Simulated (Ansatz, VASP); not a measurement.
# One calculation of Al2O3, two programs

File INCAR:

```
SYSTEM = Al2O3
  PREC = Accurate
  ENCUT = 520
  EDIFF = 1E-6
  ISMEAR = 0
  SIGMA = 0.05
  LREAL = .False.
  LASPH = .True.
  NELM = 80
  ALGO = Normal
  ISIF = 2
  LWAVE = .False.
  LCHARG = .True.
  GGA = PE
  IVDW = 12
  LELF = .True.
  LVHAR = .True.
  NBANDS = 20
```

The input KPOINTS:

```
regular mesh
0
Gamma
  12 12 4
  0 0 0
```

POSCAR

```
Al2O3
1.0
    2.9275898225      0.0000000000      0.0000000000
   -1.4637949113      2.5353671582      0.0000000000
    0.0000000000      0.0000000000      9.4768057769
Al O
2 3
Direct
    0.0000000000      0.0000000000      0.1499923300
    0.0000000000      0.0000000000      0.8500076700
    0.3333333333      0.6666666667      0.2223169200
    0.6666666667      0.3333333333      0.0000000000
    0.3333333333      0.6666666667      0.7776830800
```

Input for Ansatz:

```yaml
crystal:
  lattice:
    - [2.9275898225, 0.0, 0.0]
    - [-1.4637949113, 2.5353671582, 0.0]
    - [0.0, 0.0, 9.4768057769]
  atoms:
    - { symbol: Al, position: [0.0, 0.0, 0.14999233] }
    - { symbol: Al, position: [0.0, 0.0, 0.85000767] }
    - { symbol: O, position: [0.3333333333, 0.6666666667, 0.22231692] }
    - { symbol: O, position: [0.6666666667, 0.3333333333, 0.0] }
    - { symbol: O, position: [0.3333333333, 0.6666666667, 0.77768308] }
basis:
  ecutwfc: 420
kpoints:
  mp_grid: { grid: [12, 12, 4] }
hamiltonian:
  xc: pbe
  dispersion: d3bj
scf:
  occupations: { method: gaussian, width: 0.05 }
output:
  forces: true
  stress: true
  eigenvalues: true
```

Change from the starting cell: strain +0.015 along x and y, +0.015 along z, atoms carried along.

Alike in both runs: task single point; functional PBE; dispersion D3(BJ); k mesh 12 × 12 × 4; occupations gaussian, width 0.05 eV; no spin polarisation.

|  | VASP | Ansatz |
| --- | --- | --- |
| version | VASP 6.6.1 | Ansatz 0.2.0 |
| potentials or method | VASP PAW PBE potentials, release 64 (Al, O), cutoff 520 eV | scalar-relativistic, plane waves, PAW |
| valence electrons in the cell | 24 | 24 |

Ansatz gave:

```
gap on the k mesh at the Fermi level (eV)                     : 4.41
least direct gap on the mesh (eV)                             : 4.62
pressure (GPa)                                                : -7.4
traceless stress, the component that is largest in VASP (GPa) : 2.41
rms of the force components (eV/Å)                            : 0.175
```

**Question.** Which values does VASP return?

**Answer.** gap on the k mesh at the Fermi level (eV): 4.39; least direct gap on the mesh (eV): 4.60; pressure (GPa): -7.4; traceless stress, the component that is largest in VASP (GPa): 2.24; rms of the force components (eV/Å): 0.187.

Atom by atom the forces differ by 0.017 eV/Å (rms over components).
